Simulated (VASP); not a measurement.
# Li (I4_1/amd) in VASP: a series of runs

The runs below take Li through single point, with PBE.

Everything below comes from runs of VASP 6.6.1. Logs are shortened: lines on timing, memory, paths and dates and some standing lists are left out, and cuts for length are marked.

### 1 The cell of the first run

Symmetry: I4_1/amd, No. 141, tetragonal system. Conventional cell: a = 3.814 Å, b = 3.814 Å, c = 2.235 Å, α = 90.00°, β = 90.00°, γ = 90.00°. Within 2.6 Å of Li (site symmetry -4m2) lie 10 Li at 1.99 to 2.54 Å.

### 2 Single point, PBE

INCAR

```
SYSTEM = Li
PREC     = Accurate       ! precision mode
ENCUT    = 520            ! plane-wave cutoff, eV
EDIFF    = 1E-7           ! SCF threshold, eV
ISMEAR   = -1             ! smearing method
SIGMA    = 0.08           ! smearing width, eV
LREAL    = .False.        ! projectors in reciprocal space
LASPH    = .True.         ! aspherical terms in the spheres
NELM     = 60             ! most SCF steps
ALGO     = Normal         ! electronic algorithm
ISIF     = 2              ! what is computed and relaxed
LWAVE    = .False.        ! write WAVECAR
LCHARG   = .False.        ! write CHGCAR
GGA      = PE             ! functional
NBANDS   = 10             ! bands
```

KPOINTS

```
Automatic mesh
0
Gamma
  15 15 15
  0 0 0
```

POSCAR

```
Li
1.0
   -1.9072443311      1.9072443311      1.1174614573
    1.9072443311     -1.9072443311      1.1174614573
    1.9072443311      1.9072443311     -1.1174614573
Li
2
Direct
   -0.3750000000     -0.1250000000     -0.2500000000
    0.3750000000      0.1250000000      0.2500000000
```

Potentials or basis: VASP PAW PBE potentials, release 64 (Li_sv).

Command:

```console
$ cat potpaw_PBE.64/Li_sv/POTCAR > POTCAR
$ mpirun -np 1 vasp_std > vasp.out
```

OUTCAR:

```text
SYSTEM = Li
   PREC = Accurate
   ENCUT = 520
   EDIFF = 1E-7
   ISMEAR = -1
   LREAL = .False.
   LASPH = .True.
   NELM = 60
   ISIF = 2
   GGA = PE

 ion  position               nearest neighbor table
   1  0.625  0.875  0.750-   2 1.99   2 1.99   2 1.99   2 1.99   2 2.54   2 2.54   2 2.54   2 2.54

   2  0.375  0.125  0.250-   1 1.99   1 1.99   1 1.99   1 1.99   1 2.54   1 2.54   1 2.54   1 2.54

  LATTYP: Found a body centered tetragonal cell.
 ALAT       =     3.8144886622
 C/A-ratio  =     0.5859036722

  Lattice vectors:

 A1 = (  -1.9072443311,   1.9072443311,   1.1174614573)
 A2 = (   1.9072443311,  -1.9072443311,   1.1174614573)
 A3 = (   1.9072443311,   1.9072443311,  -1.1174614573)

Analysis of symmetry for initial positions (statically):
=====================================================================
 Subroutine PRICEL returns:
 Original cell was already a primitive cell.

 Routine SETGRP: Setting up the symmetry group for a
 body centered tetragonal supercell.

 Subroutine GETGRP returns: Found 16 space group operations
 (whereof  4 operations were pure point group operations)
 out of a pool of 16 trial point group operations.

The static configuration has the point symmetry C_2h.
 The point group associated with its full space group is D_4h.

Analysis of symmetry for dynamics (positions and initial velocities):
=====================================================================
 Subroutine PRICEL returns:
 Original cell was already a primitive cell.

 Routine SETGRP: Setting up the symmetry group for a
 body centered tetragonal supercell.

 Subroutine GETGRP returns: Found 16 space group operations
 (whereof  4 operations were pure point group operations)
 out of a pool of 16 trial point group operations.

The dynamic configuration has the point symmetry C_2h.
 The point group associated with its full space group is D_4h.

 Subroutine INISYM returns: Found 16 space group operations
 (whereof  4 operations are pure point group operations),
 and found     1 'primitive' translations

----------------------------------------------------------------------------------------

                                     Primitive cell

  volume of cell :      16.2594

  direct lattice vectors                    reciprocal lattice vectors
    -1.907244331  1.907244331  1.117461457     0.000000000  0.262158336  0.447442725
     1.907244331 -1.907244331  1.117461457     0.262158336  0.000000000  0.447442725
     1.907244331  1.907244331 -1.117461457     0.262158336  0.262158336  0.000000000

  length of vectors
     2.919568801  2.919568801  2.919568801     0.518586527  0.518586527  0.370747874

  position of ions in fractional coordinates (direct lattice)
     0.625000000  0.875000000  0.750000000
     0.375000000  0.125000000  0.250000000

  ion indices of the primitive-cell ions
   primitive index   ion index
                 1           1
                 2           2

----------------------------------------------------------------------------------------

 KPOINTS: Automatic mesh

Automatic generation of k-mesh.
 Grid dimensions read from file:
 generate k-points for:   15   15   15

 Generating k-lattice:

  Cartesian coordinates                     Fractional coordinates (reciprocal lattice)
     0.000000000  0.017477222  0.029829515     0.066666667  0.000000000 -0.000000000
     0.017477222  0.000000000  0.029829515     0.000000000  0.066666667 -0.000000000
     0.017477222  0.017477222  0.000000000     0.000000000  0.000000000  0.066666667

  Length of vectors
     0.034572435  0.034572435  0.024716525

  Shift w.r.t. Gamma in fractional coordinates (k-lattice)
     0.000000000  0.000000000  0.000000000

 Subroutine IBZKPT returns following result:
 ===========================================

 Found    288 irreducible k-points:

 Following reciprocal coordinates:
            Coordinates               Weight
  0.000000  0.000000  0.000000      1.000000
  0.066667  0.000000  0.000000      8.000000
  0.133333  0.000000  0.000000      8.000000
  0.200000  0.000000 -0.000000      8.000000
  0.266667  0.000000  0.000000      8.000000
  0.333333  0.000000  0.000000      8.000000
[... 16 lines left out ...]
  0.133333  0.133333  0.000000      8.000000
  0.200000  0.133333  0.000000     16.000000
 [... further k-points ...]
   k-points           NKPTS =    288   k-points in BZ     NKDIM =    288   number of bands    NBANDS=     10
   number of dos      NEDOS =    301   number of ions     NIONS =      2
   total plane-waves  NPLWV =  13824
   dimension x,y,z NGX =    24 NGY =   24 NGZ =   24
   dimension x,y,z NGXF=    48 NGYF=   48 NGZF=   48
   ions per type =               2
   NGX,Y,Z   is equivalent  to a cutoff of  13.67, 13.67, 13.67 a.u.
   NGXF,Y,Z  is equivalent  to a cutoff of  27.33, 27.33, 27.33 a.u.
 SYSTEM =  Li
   PREC   = accura    normal or accurate (medium, high low for compatibility)
   ISTART =      0    job   : 0-new  1-cont  2-samecut
   ICHARG =      2    charge: 1-file 2-atom 10-const
   ISPIN  =      1    spin polarized calculation?
   LNONCOLLINEAR =      F non collinear calculations
   LSORBIT =      F    spin-orbit coupling
   LASPH  =      T    aspherical Exc in radial PAW
   ENCUT  =  520.0 eV  38.22 Ry    6.18 a.u.   5.43  5.43  5.43*2*pi/ulx,y,z
   NELM   =     60;   NELMIN=  2; NELMDL= -5     # of ELM steps
   EDIFF  = 0.1E-06   stopping-criterion for ELM
   LREAL  =      F    real-space projection
   EDIFFG = 0.1E-05   stopping-criterion for IOM
   NSW    =      0    number of steps for IOM
   IBRION =     -1    ionic relax: 0-MD 1-quasi-New 2-CG
   NFREE  =      0    steps in history (QN), initial steepest desc. (CG)
   ISIF   =      2    stress and relaxation
   ISYM   =      2    0-nonsym 1-usesym 2-fastsym
   POTIM  = 0.5000    time-step for ionic-motion
   TEBEG  =    0.0;   TEEND  =   0.0 temperature during run
   PSTRESS=    0.0 pullay stress
   NELECT =       6.0000    total number of electrons
   NUPDOWN=      -1.0000    fix difference up-down
   EMIN   =  10.00;   EMAX   =-10.00  energy-range for DOS
   EFERMI =   0.00;   METHOD = LEGACY
   ISMEAR =    -1;   SIGMA  =   0.08  broadening in eV -4-tet -1-fermi 0-gaus
   EFERMI_NEDOS =   21; number of points for ismear=-14 and -15
   IALGO  =     38    algorithm
   IMIX   =      4    mixing-type and parameters
     AMIX     =   0.40;   BMIX     =  1.00
     AMIX_MAG =   1.60;   BMIX_MAG =  1.00
  volume/ion in A,a.u.               =       8.13        54.86
  Fermi-wavevector in a.u.,A,eV,Ry     =   1.174240  2.218992 18.760249  1.378839
  Thomas-Fermi vector in A             =   2.310640
   LORBIT       =      0    0 simple, 1 ext, 2 COOP (PROOUT), +10 PAW based schemes
   GGA     = PE    functional components
   LHFCALC =     F    Hartree Fock is set to
   AEXX    =    0.0000 exact exchange contribution
   IVDW    =     0    specifies the selected vdW correction
   LEPSILON=     F    determine dielectric tensor
   LRPA    =     F    only Hartree local field effects (RPA)
 non-spin polarized calculation
  energy-cutoff  :      520.00
  volume of cell :       16.26
 maximum number of plane-waves:       453
 NGX is ok and might be reduce to    24
   NGX = 11   NGY = 11   NGZ = 11

 number of electron       5.9999993 magnetization

 Free energy of the ion-electron system (eV)
  ---------------------------------------------------
  ext. energy  EPLUGINS =         0.00000000
  ---------------------------------------------------
  free energy    TOTEN  =        -1.59784343 eV

  energy without entropy =       -1.58469803  energy(sigma->0) =       -1.59127073

 E-fermi :   4.2409     XC(G=0):  -9.6901

 val. band max:        4.2399942830   @ k =   0.2667   0.2667   0.0000
 cond. band min:       4.2605642437   @ k =   0.2667   0.2000   0.1333
 fundamental gap:      0.0205699607
 Fermi energy:         4.2409300034

 k-point     1 :       0.0000    0.0000    0.0000
  band No.  band energies     occupation
      1     -41.7666      2.00000
      2     -40.9532      2.00000
      3       0.5271      2.00000
      4      11.7822      0.00000
      5      11.7823      0.00000
      6      15.3534      0.00000
      7      23.3755      0.00000
      8      27.6215      0.00000
      9      27.6913      0.00000
     10      29.0415      0.00000

 k-point     2 :       0.0667    0.0000    0.0000
  band No.  band energies     occupation
      1     -41.7509      2.00000
      2     -40.9549      2.00000
      3       0.5897      2.00000
      4      11.4886      0.00000
      5      11.9075      0.00000
      6      15.9925      0.00000
      7      22.2026      0.00000
      8      26.6422      0.00000
      9      27.7618      0.00000
     10      28.1624      0.00000

 k-point     3 :       0.1333    0.0000    0.0000
  band No.  band energies     occupation
      1     -41.7056      2.00000
      2     -40.9603      2.00000
      3       0.7862      2.00000
      4      10.9864      0.00000
      5      12.2445      0.00000
      6      17.5194      0.00000
      7      20.0579      0.00000
      8      24.3231      0.00000
      9      25.6894      0.00000
     10      26.0499      0.00000

 k-point     4 :       0.2000    0.0000   -0.0000
  band No.  band energies     occupation
      1     -41.6370      2.00000
      2     -40.9697      2.00000
      3       1.1277      2.00000
      4      10.6401      0.00000
      5      12.6477      0.00000
      6      17.7362      0.00000
      7      19.4687      0.00000
      8      22.0651      0.00000
      9      23.0406      0.00000
     10      24.5576      0.00000
[... 222 lines left out ...]
 k-point    22 :      -0.0667    0.0667    0.0000
  band No.  band energies     occupation
      1     -41.7570      2.00000
      2     -40.9612      2.00000
      3       0.5635      2.00000
      4      10.9671      0.00000
      5      11.8716      0.00000
      6      16.2652      0.00000
      7      23.4542      0.00000
      8      27.0641      0.00000
      9      27.4884      0.00000
     10      28.7264      0.00000

 k-point    23 :       0.1333    0.1333    0.0000
  band No.  band energies     occupation
      1     -41.5832      2.00000
      2     -40.9596      2.00000
      3       1.4606      2.00000
      4      11.2651      0.00000
      5      13.9055      0.00000
      6      15.7494      0.00000
      7      19.1400      0.00000
      8      19.4612      0.00000
      9      22.2963      0.00000
     10      22.6655      0.00000

 k-point    24 :       0.2000    0.1333    0.0000
  band No.  band energies     occupation
      1     -41.5048      2.00000
      2     -40.9724      2.00000
      3       2.0375      2.00000
      4      11.2200      0.00000
      5      13.6689      0.00000
      6      14.4239      0.00000
      7      17.4402      0.00000
      8      19.3851      0.00000
      9      21.5361      0.00000
     10      23.5802      0.00000

 [... further k-points ...]

------------------------ aborting loop because EDIFF is reached ----------------------------------------

  FORCE on cell =-STRESS in cart. coord.  units (eV):
  Direction    XX          YY          ZZ          XY          YZ          ZX
  --------------------------------------------------------------------------------------
  -------------------------------------------------------------------------------------
  Total        5.3677021      5.3677021      5.4396777      0.0000000      0.0000000     -0.0000000
  in kB      528.9246098    528.9246098    536.0169754      0.0000000      0.0000000     -0.0000000
  external PRESSURE =     531.2887317 kB  Pullay stress =       0.0000000 kB

 VOLUME and BASIS-vectors are now :
 -----------------------------------------------------------------------------
  energy-cutoff  :      520.00
  volume of cell :       16.26
      direct lattice vectors                 reciprocal lattice vectors
    -1.907244331  1.907244331  1.117461457     0.000000000  0.262158336  0.447442725
     1.907244331 -1.907244331  1.117461457     0.262158336  0.000000000  0.447442725
     1.907244331  1.907244331 -1.117461457     0.262158336  0.262158336  0.000000000

 POSITION                                       TOTAL-FORCE (eV/Angst)
 -----------------------------------------------------------------------------------
      1.90724      0.95362      0.83810         0.000000      0.000000     -0.000000
      0.00000      0.95362      0.27937        -0.000000     -0.000000      0.000000
 -----------------------------------------------------------------------------------
    total drift:                               -0.000000      0.000000      0.000000

  FREE ENERGIE OF THE ION-ELECTRON SYSTEM (eV)
  ---------------------------------------------------
  free  energy   TOTEN  =        -1.5978434330 eV

  energy  without entropy=       -1.5846980332  energy(sigma->0) =       -1.59127073
```

Wall time 14 s (1 thread of Intel Xeon 6975P-C (Granite Rapids), shared host); peak memory 0.15 GiB.

Results:

```
Free energy            : -1.5978 eV
Band gap on the k mesh : zero (bands 3 and 4 overlap by 3.33 eV)
```

Levels at points of the mesh, in eV from the Fermi level:
```csv
k point,band 1,band 2,band 3,band 4,band 5,band 6,band 7
"(0.00, 0.00, 0.00)",-46.01,-45.19,-3.71,7.54,7.54,11.11,19.13
```

Caveat: the cutoff is under 1.25 times the usual one of these potentials, so pressure, stress and relaxed cells hold a basis-set (Pulay) error.

(Part 1 of 3 ends here.)
